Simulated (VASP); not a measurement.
# LiNbO3 (R3c) in VASP: single point with r2SCAN

Aim: the single point of LiNbO3 with r2SCAN.

All numbers are computed with VASP 6.6.1; they aren't measurements. Logs are shortened: lines on timing, memory, paths and dates and some standing lists are left out, and cuts for length are marked.

## Step 1: The cell of the first run

Symmetry: R3c, No. 161, trigonal system. Conventional cell: a = 5.154 Å, b = 5.154 Å, c = 13.988 Å, α = 90.00°, β = 90.00°, γ = 120.00°. Within 2.7 Å of Li (site symmetry 3) lie 6 O at 2.04 to 2.25 Å. Within 2.5 Å of Nb (site symmetry 3) lie 6 O at 1.90 to 2.15 Å. Within 2.5 Å of O (site symmetry 1) lie 2 Nb at 1.90 to 2.15 Å and 2 Li at 2.04 to 2.25 Å.

## Step 2: Single point, r2SCAN

Contents of POSCAR:

```
LiNbO3
1.0
    2.5770834800      1.4878798400      4.6625706200
   -2.5770834800      1.4878798400      4.6625706200
    0.0000000000     -2.9757596800      4.6625706200
Li Nb O
2 2 6
Direct
    0.7054734700      0.7054734700      0.7054734700
    0.2054734700      0.2054734700      0.2054734700
    0.9875072800      0.9875072800      0.9875072800
    0.4875072800      0.4875072800      0.4875072800
    0.8824795800      0.2700917500      0.6208967100
    0.6208967100      0.8824795800      0.2700917500
    0.2700917500      0.6208967100      0.8824795800
    0.7700917500      0.3824795800      0.1208967100
    0.3824795800      0.1208967100      0.7700917500
    0.1208967100      0.7700917500      0.3824795800
```

Contents of INCAR.step1:

```
SYSTEM = LiNbO3
PREC     = Accurate       ! precision mode
ENCUT    = 520            ! plane-wave cutoff, eV
ISMEAR   = 0              ! smearing method
SIGMA    = 0.1            ! smearing width, eV
LREAL    = .False.        ! projectors in reciprocal space
LASPH    = .True.         ! aspherical terms in the spheres
NELM     = 80             ! most SCF steps
NBANDS   = 45             ! bands
GGA      = PE             ! functional
ALGO     = Normal         ! electronic algorithm
EDIFF    = 1E-4           ! SCF threshold, eV
LWAVE    = .True.         ! write WAVECAR
LCHARG   = .False.        ! write CHGCAR
```

Contents of INCAR.step2:

```
SYSTEM = LiNbO3
PREC     = Accurate       ! precision mode
ENCUT    = 520            ! plane-wave cutoff, eV
EDIFF    = 1E-7           ! SCF threshold, eV
ISMEAR   = 0              ! smearing method
SIGMA    = 0.1            ! smearing width, eV
LREAL    = .False.        ! projectors in reciprocal space
LASPH    = .True.         ! aspherical terms in the spheres
NELM     = 80             ! most SCF steps
ALGO     = Normal         ! electronic algorithm
ISIF     = 2              ! what is computed and relaxed
LWAVE    = .False.        ! write WAVECAR
LCHARG   = .False.        ! write CHGCAR
METAGGA  = R2SCAN         ! meta-GGA
LMIXTAU  = .True.       
NBANDS   = 45             ! bands
ISTART   = 1
```

Contents of KPOINTS:

```
Automatic mesh
0
Gamma
  6 6 6
  0 0 0
```

Potentials or basis: VASP PAW PBE potentials, release 64 (Li_sv, Nb_sv, O).

Started as:

```bash
> cat potpaw_PBE.64/Li_sv/POTCAR potpaw_PBE.64/Nb_sv/POTCAR potpaw_PBE.64/O/POTCAR > POTCAR
> cp INCAR.step1 INCAR
> mpirun -np 1 vasp_std > vasp.out
> cp INCAR.step2 INCAR
> mpirun -np 1 vasp_std > vasp.out
```

OUTCAR:

```text
SYSTEM = LiNbO3
   PREC = Accurate
   ENCUT = 520
   EDIFF = 1E-7
   ISMEAR = 0
   LREAL = .False.
   LASPH = .True.
   NELM = 80
   ISIF = 2
   METAGGA = R2SCAN
   ISTART = 1

 ion  position               nearest neighbor table
   1  0.705  0.705  0.705-  10 2.04   8 2.04   9 2.04   6 2.25   7 2.25   5 2.25
   2  0.205  0.205  0.205-   7 2.04   5 2.04   6 2.04   9 2.25  10 2.25   8 2.25
   3  0.988  0.988  0.988-   6 1.90   5 1.90   7 1.90   9 2.15  10 2.15   8 2.15
   4  0.488  0.488  0.488-   9 1.90   8 1.90  10 1.90   6 2.15   7 2.15   5 2.15
   5  0.882  0.270  0.621-   3 1.90   2 2.04   4 2.15   1 2.25
   6  0.621  0.882  0.270-   3 1.90   2 2.04   4 2.15   1 2.25
   7  0.270  0.621  0.882-   3 1.90   2 2.04   4 2.15   1 2.25
   8  0.770  0.382  0.121-   4 1.90   1 2.04   3 2.15   2 2.25
   9  0.382  0.121  0.770-   4 1.90   1 2.04   3 2.15   2 2.25
  10  0.121  0.770  0.382-   4 1.90   1 2.04   3 2.15   2 2.25

  LATTYP: Found a trigonal (rhomboedric) cell.
 ALAT       =     5.5312485451
 COS(alpha) =     0.5658491840

  Lattice vectors:

 A1 = (   2.5770834800,   1.4878798400,   4.6625706200)
 A2 = (  -2.5770834800,   1.4878798400,   4.6625706200)
 A3 = (   0.0000000000,  -2.9757596800,   4.6625706200)

Analysis of symmetry for initial positions (statically):
=====================================================================
 Subroutine PRICEL returns:
 Original cell was already a primitive cell.

 Routine SETGRP: Setting up the symmetry group for a
 trigonal (rhombohedral) supercell.

 Subroutine GETGRP returns: Found  6 space group operations
 (whereof  3 operations were pure point group operations)
 out of a pool of 12 trial point group operations.

The static configuration has the point symmetry C_3 .
 The point group associated with its full space group is C_3v.

Analysis of symmetry for dynamics (positions and initial velocities):
=====================================================================
 Subroutine PRICEL returns:
 Original cell was already a primitive cell.

 Routine SETGRP: Setting up the symmetry group for a
 trigonal (rhombohedral) supercell.

 Subroutine GETGRP returns: Found  6 space group operations
 (whereof  3 operations were pure point group operations)
 out of a pool of 12 trial point group operations.

The dynamic configuration has the point symmetry C_3 .
 The point group associated with its full space group is C_3v.

 Subroutine INISYM returns: Found  6 space group operations
 (whereof  3 operations are pure point group operations),
 and found     1 'primitive' translations

----------------------------------------------------------------------------------------

                                     Primitive cell

  volume of cell :     107.2687

  direct lattice vectors                    reciprocal lattice vectors
     2.577083480  1.487879840  4.662570620     0.194017774  0.112016214  0.071491321
    -2.577083480  1.487879840  4.662570620    -0.194017774  0.112016214  0.071491321
     0.000000000 -2.975759680  4.662570620     0.000000000 -0.224032428  0.071491321

  length of vectors
     5.531248545  5.531248545  5.531248544     0.235162790  0.235162790  0.235162790

  position of ions in fractional coordinates (direct lattice)
     0.705473470  0.705473470  0.705473470
     0.205473470  0.205473470  0.205473470
     0.987507280  0.987507280  0.987507280
     0.487507280  0.487507280  0.487507280
     0.882479580  0.270091750  0.620896710
     0.620896710  0.882479580  0.270091750
     0.270091750  0.620896710  0.882479580
     0.770091750  0.382479580  0.120896710
     0.382479580  0.120896710  0.770091750
     0.120896710  0.770091750  0.382479580

  ion indices of the primitive-cell ions
   primitive index   ion index
                 1           1
                 2           2
                 3           3
                 4           4
                 5           5
                 6           6
                 7           7
                 8           8
                 9           9
                10          10

----------------------------------------------------------------------------------------

 KPOINTS: Automatic mesh

Automatic generation of k-mesh.
 Grid dimensions read from file:
 generate k-points for:    6    6    6

 Generating k-lattice:

  Cartesian coordinates                     Fractional coordinates (reciprocal lattice)
     0.032336296  0.018669369  0.011915220     0.166666667 -0.000000000 -0.000000000
    -0.032336296  0.018669369  0.011915220    -0.000000000  0.166666667 -0.000000000
     0.000000000 -0.037338738  0.011915220    -0.000000000 -0.000000000  0.166666667

  Length of vectors
     0.039193798  0.039193798  0.039193798

  Shift w.r.t. Gamma in fractional coordinates (k-lattice)
     0.000000000  0.000000000  0.000000000

 Subroutine IBZKPT returns following result:
 ===========================================

 Found     32 irreducible k-points:

 Following reciprocal coordinates:
            Coordinates               Weight
  0.000000  0.000000  0.000000      1.000000
  0.166667  0.000000  0.000000      6.000000
  0.333333  0.000000  0.000000      6.000000
  0.500000  0.000000  0.000000      3.000000
  0.166667  0.166667  0.000000      6.000000
  0.333333  0.166667  0.000000     12.000000
[... 16 lines left out ...]
  0.500000  0.500000  0.166667      6.000000
 -0.333333  0.500000  0.166667     12.000000
 [... further k-points ...]
   k-points           NKPTS =     32   k-points in BZ     NKDIM =     32   number of bands    NBANDS=     45
   number of dos      NEDOS =    301   number of ions     NIONS =     10
   total plane-waves  NPLWV =  74088
   dimension x,y,z NGX =    42 NGY =   42 NGZ =   42
   dimension x,y,z NGXF=    84 NGYF=   84 NGZF=   84
   ions per type =               2   2   6
   NGX,Y,Z   is equivalent  to a cutoff of  12.62, 12.62, 12.62 a.u.
   NGXF,Y,Z  is equivalent  to a cutoff of  25.25, 25.25, 25.25 a.u.
 SYSTEM =  LiNbO3
   PREC   = accura    normal or accurate (medium, high low for compatibility)
   ISTART =      1    job   : 0-new  1-cont  2-samecut
   ICHARG =      0    charge: 1-file 2-atom 10-const
   ISPIN  =      1    spin polarized calculation?
   LNONCOLLINEAR =      F non collinear calculations
   LSORBIT =      F    spin-orbit coupling
   LASPH  =      T    aspherical Exc in radial PAW
   ENCUT  =  520.0 eV  38.22 Ry    6.18 a.u.  10.28 10.28 10.28*2*pi/ulx,y,z
   NELM   =     80;   NELMIN=  2; NELMDL=  0     # of ELM steps
   EDIFF  = 0.1E-06   stopping-criterion for ELM
   LREAL  =      F    real-space projection
   EDIFFG = 0.1E-05   stopping-criterion for IOM
   NSW    =      0    number of steps for IOM
   IBRION =     -1    ionic relax: 0-MD 1-quasi-New 2-CG
   NFREE  =      0    steps in history (QN), initial steepest desc. (CG)
   ISIF   =      2    stress and relaxation
   ISYM   =      2    0-nonsym 1-usesym 2-fastsym
   POTIM  = 0.5000    time-step for ionic-motion
   TEBEG  =    0.0;   TEEND  =   0.0 temperature during run
   PSTRESS=    0.0 pullay stress
   NELECT =      68.0000    total number of electrons
   NUPDOWN=      -1.0000    fix difference up-down
   EMIN   =  10.00;   EMAX   =-10.00  energy-range for DOS
   EFERMI =   0.00;   METHOD = LEGACY
   ISMEAR =     0;   SIGMA  =   0.10  broadening in eV -4-tet -1-fermi 0-gaus
   EFERMI_NEDOS =   21; number of points for ismear=-14 and -15
   IALGO  =     38    algorithm
   IMIX   =      4    mixing-type and parameters
     AMIX     =   0.40;   BMIX     =  1.00
     AMIX_MAG =   1.60;   BMIX_MAG =  1.00
  volume/ion in A,a.u.               =      10.73        72.39
  Fermi-wavevector in a.u.,A,eV,Ry     =   1.406329  2.657576 26.909059  1.977760
  Thomas-Fermi vector in A             =   2.528700
   LORBIT       =      0    0 simple, 1 ext, 2 COOP (PROOUT), +10 PAW based schemes
   METAGGA = R2SCAN    functional components
   LHFCALC =     F    Hartree Fock is set to
   AEXX    =    0.0000 exact exchange contribution
   IVDW    =     0    specifies the selected vdW correction
   LEPSILON=     F    determine dielectric tensor
   LRPA    =     F    only Hartree local field effects (RPA)
 non-spin polarized calculation
 Gauss-broadening in eV      SIGMA  =   0.10
  energy-cutoff  :      520.00
  volume of cell :      107.27
 maximum number of plane-waves:      2940
 NGX is ok and might be reduce to    42
   NGX = 21   NGY = 21   NGZ = 21

 number of electron      68.0000010 magnetization

 Free energy of the ion-electron system (eV)
  ---------------------------------------------------
  ext. energy  EPLUGINS =         0.00000000
  ---------------------------------------------------
  free energy    TOTEN  =      -118.59655282 eV

  energy without entropy =     -118.59655282  energy(sigma->0) =     -118.59655282

 E-fermi :   3.5451     XC(G=0): -11.4474

 val. band max:        3.0832044141   @ k =   0.1667   0.1667   0.1667
 cond. band min:       6.9526025525   @ k =  -0.3333   0.3333   0.0000
 fundamental gap:      3.8693981384
 Fermi energy:         3.5451054760

 k-point     1 :       0.0000    0.0000    0.0000
  band No.  band energies     occupation
      1     -52.9485      2.00000
      2     -52.9331      2.00000
      3     -40.6694      2.00000
      4     -40.6668      2.00000
      5     -28.4743      2.00000
      6     -28.4743      2.00000
[... 37 lines left out ...]
     44      13.2114      0.00000
     45      13.2114      0.00000

 k-point     2 :       0.1667    0.0000    0.0000
  band No.  band energies     occupation
      1     -52.9475      2.00000
      2     -52.9341      2.00000
      3     -40.6692      2.00000
      4     -40.6670      2.00000
      5     -28.4657      2.00000
      6     -28.4641      2.00000
[... 1048 lines left out ...]
 k-point    24 :      -0.3333    0.5000    0.1667
  band No.  band energies     occupation
      1     -52.9421      2.00000
      2     -52.9395      2.00000
      3     -40.6684      2.00000
      4     -40.6679      2.00000
      5     -28.4773      2.00000
      6     -28.4754      2.00000
[... 37 lines left out ...]
     44      12.9059      0.00000
     45      14.1892      0.00000

 [... further k-points ...]

------------------------ aborting loop because EDIFF is reached ----------------------------------------

  FORCE on cell =-STRESS in cart. coord.  units (eV):
  Direction    XX          YY          ZZ          XY          YZ          ZX
  --------------------------------------------------------------------------------------
  -------------------------------------------------------------------------------------
  Total       -3.6928540     -3.6928540     -3.2450721      0.0000000      0.0000000      0.0000000
  in kB      -55.1568815    -55.1568814    -48.4687609      0.0000000      0.0000000      0.0000000
  external PRESSURE =     -52.9275079 kB  Pullay stress =       0.0000000 kB

 VOLUME and BASIS-vectors are now :
 -----------------------------------------------------------------------------
  energy-cutoff  :      520.00
  volume of cell :      107.27
      direct lattice vectors                 reciprocal lattice vectors
     2.577083480  1.487879840  4.662570620     0.194017774  0.112016214  0.071491321
    -2.577083480  1.487879840  4.662570620    -0.194017774  0.112016214  0.071491321
     0.000000000 -2.975759680  4.662570620     0.000000000 -0.224032428  0.071491321

 POSITION                                       TOTAL-FORCE (eV/Angst)
 -----------------------------------------------------------------------------------
      0.00000      0.00000      9.86796        -0.000000      0.000000     -0.030139
      0.00000      0.00000      2.87410        -0.000000      0.000000     -0.030139
      0.00000      0.00000     13.81297        -0.000000      0.000000     -0.276548
      0.00000      0.00000      6.81911        -0.000000      0.000000     -0.276548
      1.57817     -0.13275      8.26892         0.158223     -0.444784      0.102229
     -0.67412      1.43312      8.26892         0.306083      0.359417      0.102229
     -0.90405     -1.30036      8.26892        -0.464306      0.085367      0.102229
      0.99891      1.35513      5.93763        -0.158223     -0.444784      0.102229
      0.67412     -1.54264      5.93763        -0.306083      0.359417      0.102229
     -1.67303      0.18752      5.93763         0.464306      0.085367      0.102229
 -----------------------------------------------------------------------------------
    total drift:                                0.000000      0.000001      0.001223

  FREE ENERGIE OF THE ION-ELECTRON SYSTEM (eV)
  ---------------------------------------------------
  free  energy   TOTEN  =      -118.5965528238 eV

  energy  without entropy=     -118.5965528238  energy(sigma->0) =     -118.59655282
```

Run time: 13 min. Hardware: 1 thread of Intel Xeon Platinum 8559C (Emerald Rapids), shared host; peak memory 0.35 GiB.

Results:

```
Free energy            : -118.5966 eV
Largest force          : 0.483 eV/Å
Band gap on the k mesh : 3.87 eV (least direct gap 3.93 eV)
```

Forces on the atoms (eV/Å):
```
Li   0.000  0.000 -0.030
Li   0.000  0.000 -0.030
Nb   0.000  0.000 -0.277
Nb   0.000  0.000 -0.277
O    0.158 -0.445  0.102
O    0.306  0.359  0.102
O   -0.464  0.085  0.102
O   -0.158 -0.445  0.102
O   -0.306  0.359  0.102
O    0.464  0.085  0.102
```

Caveat: the cutoff is under 1.25 times the usual one of these potentials, so pressure, stress and relaxed cells hold a basis-set (Pulay) error; the PAW data sets were made with another functional, which shifts forces and pressure a little. A k mesh can miss the band edges.
